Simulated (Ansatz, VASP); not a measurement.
# One calculation of B2Pb, two programs

```
Pb B
1.0
     0.00000    3.89907    0.00000
     3.89907    0.00000    0.00000
     1.94953    1.94953   -6.09290
Pb B
2 4
Direct
  0.87500 0.12500 0.75000
  0.12500 0.87500 0.25000
  0.55174 0.30174 0.39651
  0.30174 0.55174 0.89651
  0.44826 0.69826 0.60349
  0.69826 0.44826 0.10349
```

Alike in both runs: functional PBE; k mesh 7 × 7 × 7; no spin polarisation.

Ansatz relaxed the structure, and its values are those at the end. VASP's run is a single point on that final structure, the one shown.

|  | VASP | Ansatz |
| --- | --- | --- |
| version | VASP 6.6.1 | Ansatz 0.2.0 |
| potentials or method | VASP PAW PBE potentials, release 64 (Pb_d, B), cutoff 520 eV | PAW plane waves |
| occupations | fermi-dirac, width 0.1 eV | fermi-dirac |
| valence electrons in the cell | 40 | 40 |

|  | VASP | Ansatz | Ansatz less VASP |
| --- | --- | --- | --- |
| pressure (GPa) | -8.6 | -8.5 | +0.04 |

Ansatz's warnings: stress scf threshold loose.

Neither program's run includes spin-orbit coupling.
